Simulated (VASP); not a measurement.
# TiC (Pm-3m) in VASP: further runs, part 2 of 2

VASP 6.6.1. Earlier steps stand in the parts before.

### 3 Single point, PBE

This run uses another cell than the first one, of 9.96 Å³/atom, 0.716 times its volume.

File INCAR:

```
ALGO = Normal ; EDIFF = 1E-6
ENCUT = 520 ; GGA = PE
ISIF = 2 ; ISMEAR = 0
LASPH = True ; LCHARG = False
LREAL = False ; LWAVE = False
NBANDS = 15 ; NELM = 100
PREC = Accurate ; SIGMA = 0.1
```

File KPOINTS:

```
k-points
0
Gamma
  20 20 20
```

File POSCAR:

```
TiC
1.0
    2.7106855935      0.0000000000      0.0000000000
    0.0000000000      2.7106855935      0.0000000000
    0.0000000000      0.0000000000      2.7106855935
Ti C
1 1
Direct
    0.0000000000      0.0000000000      0.0000000000
    0.5000000000      0.5000000000      0.5000000000
```

Potentials or basis: VASP PAW PBE potentials, release 64 (Ti_sv, C).

The run is started by

```sh
$ cat potpaw_PBE.64/Ti_sv/POTCAR potpaw_PBE.64/C/POTCAR > POTCAR
$ mpirun -np 1 vasp_std > vasp.out
```

OUTCAR:

```text
EDIFF = 1E-6
   ENCUT = 520
   GGA = PE
   ISIF = 2
   ISMEAR = 0
   LASPH = True
   LREAL = False
   NELM = 100
   PREC = Accurate

 ion  position               nearest neighbor table
   1  0.000  0.000  0.000-   2 2.35   2 2.35   2 2.35   2 2.35   2 2.35   2 2.35   2 2.35   2 2.35

   2  0.500  0.500  0.500-   1 2.35   1 2.35   1 2.35   1 2.35   1 2.35   1 2.35   1 2.35   1 2.35

  LATTYP: Found a simple cubic cell.
 ALAT       =     2.7106855935

  Lattice vectors:

 A1 = (   2.7106855935,   0.0000000000,   0.0000000000)
 A2 = (   0.0000000000,   2.7106855935,   0.0000000000)
 A3 = (   0.0000000000,   0.0000000000,   2.7106855935)

Analysis of symmetry for initial positions (statically):
=====================================================================
 Subroutine PRICEL returns:
 Original cell was already a primitive cell.

 Routine SETGRP: Setting up the symmetry group for a
 simple cubic supercell.

 Subroutine GETGRP returns: Found 48 space group operations
 (whereof 48 operations were pure point group operations)
 out of a pool of 48 trial point group operations.

The static configuration has the point symmetry O_h .

Analysis of symmetry for dynamics (positions and initial velocities):
=====================================================================
 Subroutine PRICEL returns:
 Original cell was already a primitive cell.

 Routine SETGRP: Setting up the symmetry group for a
 simple cubic supercell.

 Subroutine GETGRP returns: Found 48 space group operations
 (whereof 48 operations were pure point group operations)
 out of a pool of 48 trial point group operations.

The dynamic configuration has the point symmetry O_h .

 Subroutine INISYM returns: Found 48 space group operations
 (whereof 48 operations are pure point group operations),
 and found     1 'primitive' translations

----------------------------------------------------------------------------------------

                                     Primitive cell

[... 120 lines left out ...]
   LRPA    =     F    only Hartree local field effects (RPA)
 non-spin polarized calculation
 Gauss-broadening in eV      SIGMA  =   0.10
  energy-cutoff  :      520.00
  volume of cell :       19.92
 maximum number of plane-waves:       554
   NGX = 11   NGY = 11   NGZ = 11

 number of electron      16.0000007 magnetization

 Free energy of the ion-electron system (eV)
  ---------------------------------------------------
  ext. energy  EPLUGINS =         0.00000000
  ---------------------------------------------------
  free energy    TOTEN  =       -16.36848630 eV

  energy without entropy =      -16.35242439  energy(sigma->0) =      -16.36045534

 E-fermi :  10.0500     XC(G=0): -12.8884

 val. band max:       10.0487883302   @ k =   0.2500   0.0500   0.0500
 cond. band min:      10.0508618877   @ k =   0.4500   0.2000   0.1000
 fundamental gap:      0.0020735574
 Fermi energy:        10.0499981200

 k-point     1 :       0.0000    0.0000    0.0000
  band No.  band energies     occupation
      1     -46.6927      2.00000
      2     -22.5875      2.00000
      3     -22.5875      2.00000
      4     -22.5875      2.00000
      5      -2.9599      2.00000
      6       8.4803      2.00000
      7       8.4803      2.00000
      8      11.5414      0.00000
      9      11.5414      0.00000
     10      11.5414      0.00000
     11      13.3314      0.00000
     12      13.3314      0.00000
     13      13.3314      0.00000
     14      20.3074      0.00000
[... 401 lines left out ...]
      2     -22.8436      2.00000
      3     -22.6338      2.00000
      4     -22.5561      2.00000
      5      -2.0657      2.00000
      6       7.3333      2.00000
      7       8.5121      2.00000
      8      10.0859      0.61119
      9      10.3249      0.00010
     10      12.1992      0.00000
     11      13.1329      0.00000
     12      14.5317      0.00000
     13      14.9825      0.00000
     14      21.6143      0.00000
     15      25.2840      0.00000

 [... further k-points ...]

------------------------ aborting loop because EDIFF is reached ----------------------------------------

  FORCE on cell =-STRESS in cart. coord.  units (eV):
  Direction    XX          YY          ZZ          XY          YZ          ZX
  --------------------------------------------------------------------------------------
  -------------------------------------------------------------------------------------
  Total        0.0222432      0.0222432      0.0222432      0.0000000      0.0000000     -0.0000000
  in kB        1.7892464      1.7892464      1.7892464      0.0000000      0.0000000     -0.0000000
  external PRESSURE =       1.7892464 kB  Pullay stress =       0.0000000 kB

 VOLUME and BASIS-vectors are now :
 -----------------------------------------------------------------------------
  energy-cutoff  :      520.00
  volume of cell :       19.92
      direct lattice vectors                 reciprocal lattice vectors
     2.710685594  0.000000000  0.000000000     0.368910361  0.000000000  0.000000000
     0.000000000  2.710685594  0.000000000     0.000000000  0.368910361  0.000000000
     0.000000000  0.000000000  2.710685594     0.000000000  0.000000000  0.368910361

 POSITION                                       TOTAL-FORCE (eV/Angst)
 -----------------------------------------------------------------------------------
      0.00000      0.00000      0.00000         0.000000      0.000000      0.000000
      1.35534      1.35534      1.35534         0.000000      0.000000      0.000000
 -----------------------------------------------------------------------------------
    total drift:                                0.000000      0.000000      0.000000

  FREE ENERGIE OF THE ION-ELECTRON SYSTEM (eV)
  ---------------------------------------------------
  free  energy   TOTEN  =       -16.3684862992 eV

  energy  without entropy=      -16.3524243895  energy(sigma->0) =      -16.36045534
```

OSZICAR:

```text
N       E                     dE             d eps       ncg     rms          rms(c)
DAV:   1     0.118538752576E+03    0.11854E+03   -0.80223E+03  8624   0.128E+03
DAV:   2    -0.146471699507E+02   -0.13319E+03   -0.12486E+03  9070   0.335E+02
DAV:   3    -0.217864270909E+02   -0.71393E+01   -0.69456E+01 11744   0.763E+01
DAV:   4    -0.219779871939E+02   -0.19156E+00   -0.19139E+00  9797   0.121E+01
DAV:   5    -0.219825600017E+02   -0.45728E-02   -0.45726E-02 11135   0.175E+00    0.168E+01
DAV:   6    -0.193645953167E+02    0.26180E+01   -0.10941E+01 11872   0.581E+01    0.129E+01
DAV:   7    -0.164358536092E+02    0.29287E+01   -0.57612E+00 10481   0.314E+01    0.489E+00
DAV:   8    -0.164206820216E+02    0.15172E-01   -0.25965E-01  9546   0.401E+00    0.412E+00
DAV:   9    -0.163682318932E+02    0.52450E-01   -0.16426E-01 11695   0.520E+00    0.906E-01
DAV:  10    -0.163717928584E+02   -0.35610E-02   -0.20587E-02 10347   0.127E+00    0.782E-01
DAV:  11    -0.163692473496E+02    0.25455E-02   -0.87384E-03  9721   0.127E+00    0.233E-01
DAV:  12    -0.163685223160E+02    0.72503E-03   -0.82404E-04 12411   0.431E-01    0.594E-02
DAV:  13    -0.163684853105E+02    0.37006E-04   -0.74211E-05  9771   0.107E-01    0.214E-02
DAV:  14    -0.163684865019E+02   -0.11914E-05   -0.12068E-05 10438   0.291E-02    0.128E-02
DAV:  15    -0.163684862992E+02    0.20267E-06   -0.15150E-06  8257   0.151E-02
   1 F= -.16368486E+02 E0= -.16360455E+02  d E =-.160619E-01
```

stdout:

```text
POSCAR found type information on POSCAR TiC
 POSCAR found :  2 types and       2 ions
 scaLAPACK will be used
 LDA part: xc-table for (Slater+PW92), standard interpolation
 POSCAR, INCAR and KPOINTS ok, starting setup
 FFT: planning ... GRIDC
 FFT: planning ... GRID_SOFT
 FFT: planning ... GRID
 WAVECAR not read
 entering main loop
```

Run time: 29 s. Hardware: 1 thread of Intel Xeon 6975P-C (Granite Rapids), shared host; peak memory 0.19 GiB.

Results:

```yaml
Free_energy: -16.3685 eV
Pressure: 0.2 GPa
Band_gap_on_the_k_mesh: zero (band 8 reaches 11.54 eV, above the bottom of band 9 at 9.28 eV)
```

### 4 Relaxation of cell and atoms, PBE

This run uses another cell than the first one, of 9.92 Å³/atom, 0.714 times its volume.

File INCAR:

```
SYSTEM = TiC
PREC = Accurate
ENCUT = 600
EDIFF = 1E-6
ISMEAR = 0
SIGMA = 0.1
LREAL = .False.
LASPH = .True.
NELM = 80
ALGO = Normal
ISIF = 3
LWAVE = .False.
LCHARG = .False.
GGA = PE
IBRION = 2
NSW = 100
EDIFFG = -0.01
```

File KPOINTS:

```
regular mesh
0
Gamma
  20 20 20
  0 0 0
```

File POSCAR:

```
TiC
1.0
    2.7075232973      0.0000000000      0.0000000000
    0.0000000000      2.7075232973      0.0000000000
    0.0000000000      0.0000000000      2.7075232973
Ti C
1 1
Direct
    0.0000000000      0.0000000000      0.0000000000
    0.5000000000      0.5000000000      0.5000000000
```

The run is started by

```sh
$ cat potpaw_PBE.64/Ti_sv/POTCAR potpaw_PBE.64/C/POTCAR > POTCAR
$ mpirun -np 1 vasp_std > vasp.out
```

Run time: 55 s. Hardware: 1 thread of Intel Xeon 6975P-C (Granite Rapids), shared host; peak memory 0.22 GiB.

It converged, with:

* Free energy: -16.3689 eV
* Relaxed volume: 9.97 Å³/atom
* Relaxed cell: a = 2.711 Å, b = 2.711 Å, c = 2.711 Å, α = 90.00°, β = 90.00°, γ = 90.00°
* Space group after relaxing (to 0.05 Å): Pm-3m (No. 221)
* Energy gained by relaxing: 0.1 meV/atom
* Ionic steps: 3
* Pressure after relaxing: -0.1 GPa
* Band gap on the k mesh: zero (band 8 reaches 11.53 eV, above the bottom of band 9 at 9.27 eV)

The path:
```tsv
step	energy change (eV)	largest force (eV/Å)	pressure (GPa)	volume (Å³)
1	0.0000	0.0000	0.76	19.85
2	-0.0001	0.0000	-0.51	19.98
3	-0.0002	0.0000	-0.06	19.93
```

Final structure:
```yaml
crystal:
  lattice:
    - [2.71146, 0.00000, 0.00000]
    - [0.00000, 2.71146, 0.00000]
    - [0.00000, 0.00000, 2.71146]
  atoms:
    - { symbol: Ti, position: [0.00000, 0.00000, 0.00000] }
    - { symbol: C, position: [0.50000, 0.50000, 0.50000] }
```

Levels at points of the mesh, in eV from the Fermi level:
```csv
k point,band 6,band 7,band 8,band 9,band 10,band 11
"(0.00, 0.00, 0.00)",-1.57,-1.57,1.49,1.49,1.49,3.28
"(0.50, 0.00, 0.00)",-6.38,-0.95,-0.95,-0.67,3.51,4.30
"(0.50, 0.50, 0.00)",-3.22,-3.22,-0.61,1.77,1.77,2.81
"(0.50, 0.50, 0.50)",-5.34,-5.34,-5.34,4.59,4.59,6.83
```

### 5 The runs side by side

| task | cell | k mesh | cutoff (eV) | gap on the mesh (eV) | pressure (GPa) |
| --- | --- | --- | --- | --- | --- |
| relaxation of cell and atoms | relaxed from a = 3.029 Å, 2 atoms | 6 × 6 × 6 | 600 | none | 0.6 |
| single point | a = 2.711 Å, 2 atoms | 20 × 20 × 20 | 520 | none | 0.2 |
| relaxation of cell and atoms | relaxed from a = 2.708 Å, 2 atoms | 20 × 20 × 20 | 600 | none | -0.1 |

Alike in all rows: level PBE; potentials or basis VASP PAW PBE potentials, release 64 (Ti_sv, C); no spin polarisation; smearing gaussian 0.1 eV.

Caveats: the volume moved by over 15 % at a fixed basis, so the end points are rough (some runs).

Absolute energies hang on the potentials; compare differences alone.
